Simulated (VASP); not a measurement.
# Nb (P-1) in VASP: relaxation of cell and atoms with PBE

Aim: the relaxation of cell and atoms of Nb with PBE.

All numbers are computed with VASP 6.6.1; they aren't measurements. Logs are shortened: lines on timing, memory, paths and dates and some standing lists are left out, and cuts for length are marked.

## 1. The cell of the first run

The typed cell holds 2 atoms: a = 3.532 Å, b = 4.345 Å, c = 3.002 Å, α = 106.62°, β = 101.29°, γ = 69.58°.

The cell was generated, and may not be a known phase.

## 2. Relaxation of cell and atoms, PBE

The input, INCAR:

```
SYSTEM = Nb
PREC = Accurate ; ENCUT = 600
EDIFF = 1E-6 ; ISMEAR = 0
SIGMA = 0.1 ; LREAL = .FALSE.
LASPH = .TRUE. ; NELM = 80
ALGO = Normal ; ISIF = 3
LWAVE = .FALSE. ; LCHARG = .FALSE.
GGA = PE ; IBRION = 2
NSW = 90 ; EDIFFG = -0.04
```

The input, KPOINTS:

```
Automatic mesh
0
G
  6 4 6
  0 0 0
```

The input, POSCAR:

```
Nb
1.0
    3.5315467232      0.0000000000      0.0000000000
    1.5162020444      4.0718965127      0.0000000000
   -0.5875083476     -0.6975773639      2.8597799320
Nb
2
Direct
    0.1054540495      0.8156228638      0.0562635439
    0.6568561837      0.3814936562      0.0717805873
```

Potentials or basis: VASP PAW PBE potentials, release 64 (Nb_sv).

The run is started by

```bash
$ cat potpaw_PBE.64/Nb_sv/POTCAR > POTCAR
$ mpirun -np 1 vasp_std > vasp.out
```

OUTCAR:

```text
SYSTEM = Nb
   PREC = Accurate
   ENCUT = 600
   EDIFF = 1E-6
   ISMEAR = 0
   LREAL = .FALSE.
   LASPH = .TRUE.
   NELM = 80
   ISIF = 3
   GGA = PE
   IBRION = 2
   NSW = 90
   EDIFFG = -0.04

 ion  position               nearest neighbor table
   1  0.105  0.816  0.056-   2 2.19   2 2.41   2 2.87
   2  0.657  0.381  0.072-   1 2.19   1 2.41   1 2.87

  LATTYP: Found a triclinic cell.
 ALAT       =     3.0016864421
 B/A-ratio  =     2.7842057071
 C/A-ratio  =     2.9994302144
 COS(alpha) =     0.0043025820
 COS(beta)  =     0.4674360766
 COS(gamma) =     0.8670756480

  Lattice vectors:

 A1 = (   0.5875083476,   0.6975773639,  -2.8597799320)
 A2 = (   2.6912187396,   5.4670512405,  -5.7195598640)
 A3 = (   1.6741593296,  -6.7486382976,  -5.7195598640)

Analysis of symmetry for initial positions (statically):
=====================================================================
 Subroutine PRICEL returns:
 Original cell was already a primitive cell.

 Routine SETGRP: Setting up the symmetry group for a
 triclinic supercell.

 Subroutine GETGRP returns: Found  2 space group operations
 (whereof  1 operations were pure point group operations)
 out of a pool of  2 trial point group operations.

The static configuration has the point symmetry C_1 .
 The point group associated with its full space group is S_2 .

Analysis of symmetry for dynamics (positions and initial velocities):
=====================================================================
 Subroutine PRICEL returns:
 Original cell was already a primitive cell.

 Routine SETGRP: Setting up the symmetry group for a
 triclinic supercell.

 Subroutine GETGRP returns: Found  2 space group operations
 (whereof  1 operations were pure point group operations)
 out of a pool of  2 trial point group operations.

The dynamic configuration has the point symmetry C_1 .
 The point group associated with its full space group is S_2 .

 Subroutine INISYM returns: Found  2 space group operations
 (whereof  1 operations are pure point group operations),
 and found     1 'primitive' translations

----------------------------------------------------------------------------------------

                                     Primitive cell

  volume of cell :      41.1239

  direct lattice vectors                    reciprocal lattice vectors
     3.531546723  0.000000000  0.000000000     0.283162047 -0.105437570  0.032453268
     1.516202044  4.071896513  0.000000000     0.000000000  0.245585809  0.059904995
    -0.587508348 -0.697577364  2.859779932     0.000000000  0.000000000  0.349677256

  length of vectors
     3.531546723  4.345021271  3.001686442     0.303893140  0.252786467  0.349677256

  position of ions in fractional coordinates (direct lattice)
     0.105454049  0.815622864  0.056263544
     0.656856184  0.381493656  0.071780587

  ion indices of the primitive-cell ions
   primitive index   ion index
                 1           1
                 2           2

----------------------------------------------------------------------------------------

 KPOINTS: Automatic mesh

Automatic generation of k-mesh.
 Grid dimensions read from file:
 generate k-points for:    6    4    6

 Generating k-lattice:

  Cartesian coordinates                     Fractional coordinates (reciprocal lattice)
     0.047193675 -0.017572928  0.005408878     0.166666667  0.000000000  0.000000000
     0.000000000  0.061396452  0.014976249     0.000000000  0.250000000  0.000000000
     0.000000000  0.000000000  0.058279543     0.000000000  0.000000000  0.166666667

  Length of vectors
     0.050648857  0.063196617  0.058279543

  Shift w.r.t. Gamma in fractional coordinates (k-lattice)
     0.000000000  0.000000000  0.000000000

 Subroutine IBZKPT returns following result:
 ===========================================

 Found     76 irreducible k-points:

 Following reciprocal coordinates:
            Coordinates               Weight
  0.000000  0.000000  0.000000      1.000000
  0.166667 -0.000000 -0.000000      2.000000
  0.333333 -0.000000 -0.000000      2.000000
  0.500000 -0.000000 -0.000000      1.000000
  0.000000  0.250000  0.000000      2.000000
  0.166667  0.250000  0.000000      2.000000
[... 16 lines left out ...]
  0.333333  0.250000  0.166667      2.000000
  0.500000  0.250000  0.166667      2.000000
 [... further k-points ...]
   k-points           NKPTS =     76   k-points in BZ     NKDIM =     76   number of bands    NBANDS=     17
   number of dos      NEDOS =    301   number of ions     NIONS =      2
   total plane-waves  NPLWV =  24192
   dimension x,y,z NGX =    28 NGY =   36 NGZ =   24
   dimension x,y,z NGXF=    56 NGYF=   72 NGZF=   48
   ions per type =               2
   NGX,Y,Z   is equivalent  to a cutoff of  13.18, 13.77, 13.29 a.u.
   NGXF,Y,Z  is equivalent  to a cutoff of  26.36, 27.55, 26.58 a.u.
 SYSTEM =  Nb
   PREC   = accura    normal or accurate (medium, high low for compatibility)
   ISTART =      0    job   : 0-new  1-cont  2-samecut
   ICHARG =      2    charge: 1-file 2-atom 10-const
   ISPIN  =      1    spin polarized calculation?
   LNONCOLLINEAR =      F non collinear calculations
   LSORBIT =      F    spin-orbit coupling
   LASPH  =      T    aspherical Exc in radial PAW
   ENCUT  =  600.0 eV  44.10 Ry    6.64 a.u.   7.05  8.68  6.00*2*pi/ulx,y,z
   NELM   =     80;   NELMIN=  2; NELMDL= -5     # of ELM steps
   EDIFF  = 0.1E-05   stopping-criterion for ELM
   LREAL  =      F    real-space projection
   EDIFFG = -.4E-01   stopping-criterion for IOM
   NSW    =     90    number of steps for IOM
   IBRION =      2    ionic relax: 0-MD 1-quasi-New 2-CG
   NFREE  =      1    steps in history (QN), initial steepest desc. (CG)
   ISIF   =      3    stress and relaxation
   ISYM   =      2    0-nonsym 1-usesym 2-fastsym
   POTIM  = 0.5000    time-step for ionic-motion
   TEBEG  =    0.0;   TEEND  =   0.0 temperature during run
   PSTRESS=    0.0 pullay stress
   NELECT =      26.0000    total number of electrons
   NUPDOWN=      -1.0000    fix difference up-down
   EMIN   =  10.00;   EMAX   =-10.00  energy-range for DOS
   EFERMI =   0.00;   METHOD = LEGACY
   ISMEAR =     0;   SIGMA  =   0.10  broadening in eV -4-tet -1-fermi 0-gaus
   EFERMI_NEDOS =   21; number of points for ismear=-14 and -15
   IALGO  =     38    algorithm
   IMIX   =      4    mixing-type and parameters
     AMIX     =   0.40;   BMIX     =  1.00
     AMIX_MAG =   1.60;   BMIX_MAG =  1.00
  volume/ion in A,a.u.               =      20.56       138.76
  Fermi-wavevector in a.u.,A,eV,Ry     =   1.405080  2.655217 26.861315  1.974251
  Thomas-Fermi vector in A             =   2.527578
   LORBIT       =      0    0 simple, 1 ext, 2 COOP (PROOUT), +10 PAW based schemes
   GGA     = PE    functional components
   LHFCALC =     F    Hartree Fock is set to
   AEXX    =    0.0000 exact exchange contribution
   IVDW    =     0    specifies the selected vdW correction
   LEPSILON=     F    determine dielectric tensor
   LRPA    =     F    only Hartree local field effects (RPA)
 conjugate gradient relaxation of ions
 non-spin polarized calculation
 Gauss-broadening in eV      SIGMA  =   0.10
  energy-cutoff  :      600.00
  volume of cell :       41.12
 maximum number of plane-waves:      1392
   NGX = 15   NGY = 17   NGZ = 11

--------------------------------------- Ionic step        1  -------------------------------------------

 number of electron      26.0000001 magnetization

 Free energy of the ion-electron system (eV)
  ---------------------------------------------------
  ext. energy  EPLUGINS =         0.00000000
  ---------------------------------------------------
  free energy    TOTEN  =       -17.79949778 eV

  energy without entropy =      -17.79054349  energy(sigma->0) =      -17.79502064

------------------------ aborting loop because EDIFF is reached ----------------------------------------

  FORCE on cell =-STRESS in cart. coord.  units (eV):
  Direction    XX          YY          ZZ          XY          YZ          ZX
  --------------------------------------------------------------------------------------
  -------------------------------------------------------------------------------------
  Total       -1.6152694     11.4179519     -2.5396241     -5.6493416     -2.5875364     -0.2654712
  in kB      -62.9305105    444.8406744    -98.9431484   -220.0969952   -100.8097986    -10.3426956
  external PRESSURE =      94.3223385 kB  Pullay stress =       0.0000000 kB
[... 57 lines left out ...]
  energy  without entropy=      -19.0275939607  energy(sigma->0) =      -19.03409587

--------------------------------------- Ionic step        3  -------------------------------------------

 number of electron      26.0000000 magnetization

 E-fermi :   8.5978     XC(G=0): -11.3314

 val. band max:        8.5717883494   @ k =  -0.1667   0.0000   0.1667
 cond. band min:       8.5978967323   @ k =   0.1667   0.2500   0.5000
 fundamental gap:      0.0261083829
 Fermi energy:         8.5978272931

 k-point     1 :       0.0000    0.0000    0.0000
  band No.  band energies     occupation
      1     -46.2557      2.00000
      2     -46.0064      2.00000
      3     -22.8576      2.00000
      4     -22.2626      2.00000
      5     -22.0250      2.00000
      6     -21.8600      2.00000
[... 9 lines left out ...]
     16      11.0630      0.00000
     17      11.8100      0.00000
[... 443 lines left out ...]
      1     -46.1610      2.00000
      2     -46.0489      2.00000
      3     -22.7285      2.00000
      4     -22.4381      2.00000
      5     -22.0666      2.00000
      6     -21.9909      2.00000
[... 9 lines left out ...]
     16      10.8086      0.00000
     17      11.0985      0.00000

 [... further k-points ...]

------------------------ aborting loop because EDIFF is reached ----------------------------------------

  FORCE on cell =-STRESS in cart. coord.  units (eV):
  Direction    XX          YY          ZZ          XY          YZ          ZX
  --------------------------------------------------------------------------------------
  -------------------------------------------------------------------------------------
  Total       -6.4637240     -2.4221931     -5.4747277      0.1769165     -0.7682424     -0.3125148
  in kB     -231.4715298    -86.7408241   -196.0547205      6.3355314    -27.5114241    -11.1914253
  external PRESSURE =    -171.4223581 kB  Pullay stress =       0.0000000 kB
[... 17 lines left out ...]
  FREE ENERGIE OF THE ION-ELECTRON SYSTEM (eV)
  ---------------------------------------------------
  free  energy   TOTEN  =       -19.1627048369 eV

  energy  without entropy=      -19.1510581453  energy(sigma->0) =      -19.15688149

[... ionic steps 4 to 17 ...]

--------------------------------------- Ionic step       18  -------------------------------------------

 number of electron      26.0000000 magnetization

------------------------ aborting loop because EDIFF is reached ----------------------------------------

  FORCE on cell =-STRESS in cart. coord.  units (eV):
  Direction    XX          YY          ZZ          XY          YZ          ZX
  --------------------------------------------------------------------------------------
  -------------------------------------------------------------------------------------
  Total       -0.0735062     -0.0322182     -0.0845252      0.0106069      0.0332892      0.0360220
  in kB       -3.2680924     -1.4324234     -3.7579975      0.4715825      1.4800421      1.6015422
  external PRESSURE =      -2.8195044 kB  Pullay stress =       0.0000000 kB
[... 57 lines left out ...]
  energy  without entropy=      -20.3988192254  energy(sigma->0) =      -20.40449565

--------------------------------------- Ionic step       20  -------------------------------------------

 number of electron      26.0000001 magnetization

 Free energy of the ion-electron system (eV)
  ---------------------------------------------------
  ext. energy  EPLUGINS =         0.00000000
  ---------------------------------------------------
  free energy    TOTEN  =       -20.41028429 eV

  energy without entropy =      -20.39899344  energy(sigma->0) =      -20.40463887

 E-fermi :  11.2587     XC(G=0): -12.5034

 val. band max:       11.2341403324   @ k =   0.5000   0.2500   0.1667
 cond. band min:      11.2764340023   @ k =   0.3333   0.2500   0.5000
 fundamental gap:      0.0422936699
 Fermi energy:        11.2587261291

 k-point     1 :       0.0000    0.0000    0.0000
  band No.  band energies     occupation
      1     -43.1180      2.00000
      2     -42.8966      2.00000
      3     -19.7576      2.00000
      4     -18.7779      2.00000
      5     -18.4869      2.00000
      6     -18.4043      2.00000
[... 9 lines left out ...]
     16      14.2859      0.00000
     17      14.7963      0.00000
[... 443 lines left out ...]
      1     -42.8600      2.00000
      2     -42.8233      2.00000
      3     -19.7028      2.00000
      4     -19.6721      2.00000
      5     -18.9794      2.00000
      6     -18.9015      2.00000
[... 9 lines left out ...]
     16      13.7962      0.00000
     17      15.5267      0.00000

 [... further k-points ...]

------------------------ aborting loop because EDIFF is reached ----------------------------------------

  FORCE on cell =-STRESS in cart. coord.  units (eV):
  Direction    XX          YY          ZZ          XY          YZ          ZX
  --------------------------------------------------------------------------------------
  -------------------------------------------------------------------------------------
  Total        0.0071099      0.0501746      0.0302251      0.0097613      0.0363773      0.0284911
  in kB        0.3168587      2.2360861      1.3470151      0.4350238      1.6211922      1.2697389
  external PRESSURE =       1.2999866 kB  Pullay stress =       0.0000000 kB
[... 17 lines left out ...]
  FREE ENERGIE OF THE ION-ELECTRON SYSTEM (eV)
  ---------------------------------------------------
  free  energy   TOTEN  =       -20.4102842927 eV

  energy  without entropy=      -20.3989934444  energy(sigma->0) =      -20.40463887

 reached required accuracy - stopping structural energy minimisation
```

Run time: 23 min. Hardware: 1 thread of Intel Xeon 8259CL, shared host; peak memory 0.18 GiB.

Results:

```yaml
Free_energy: -20.4103 eV
Relaxed_volume: 17.98 Å³/atom
Relaxed_cell: a = 2.818 Å, b = 5.476 Å, c = 2.825 Å, α = 119.92°, β = 107.85°, γ = 82.71°
Space_group_after_relaxing_to_0.1_Å: C2/m (No. 12)
Energy_gained_by_relaxing: 1305.4 meV/atom
Ionic_steps: 20
Pressure_after_relaxing: 0.1 GPa
Largest_force_after_relaxing: 0.012 eV/Å
Band_gap_on_the_k_mesh: zero (bands 13 and 14 overlap by 3.45 eV)
```

Forces on the atoms (eV/Å):
```
Nb  -0.001  0.011  0.005
Nb   0.001 -0.011 -0.005
```

Stress tensor (GPa, compression positive):
```
0.03 0.04 0.13
0.04 0.22 0.16
0.13 0.16 0.13
```

Step by step:
```csv
step,energy change (eV),largest force (eV/Å),pressure (GPa),volume (Å³)
1,0.0000,2.9518,9.43,41.12
2,-1.2411,0.6233,-21.51,46.44
3,-1.3632,0.7817,-17.14,44.74
4,-1.8836,1.2279,21.57,33.44
5,-2.0806,1.1470,3.04,36.74
6,-2.3411,0.5867,1.01,36.49
7,-2.4925,0.7919,6.60,35.06
8,-2.5590,0.3263,1.99,35.78
9,-2.5630,0.3708,2.81,35.63
10,-2.5758,0.0860,-6.25,37.47
11,-2.5886,0.1925,-2.72,36.68
12,-2.6090,0.0567,0.75,35.84
13,-2.6096,0.0226,0.19,35.95
14,-2.6096,0.0189,0.15,35.97
15,-2.6106,0.0186,-0.18,36.02
16,-2.6106,0.0187,-0.23,36.03
17,-2.6105,0.0194,-0.35,36.06
18,-2.6106,0.0188,-0.28,36.04
19,-2.6107,0.0061,0.47,35.87
20,-2.6108,0.0121,0.13,35.95
```

Final structure:
```
Nb
1.0
     2.79136   -0.25482   -0.28859
     1.15071    5.34086   -0.37432
    -0.71796   -1.11517    2.49453
Nb
2
Direct
  0.13139 0.84837 0.06386
  0.63092 0.34874 0.06419
```

Caveat: the k points lie up to 0.41 Å⁻¹ apart in the final cell, too coarse for converged energies and pressures of a metal; a cell axis changed by over 15 % at a fixed basis, so the end point is rough.

The gap in the log of VASP goes by the Fermi energy; the results here count the filled bands.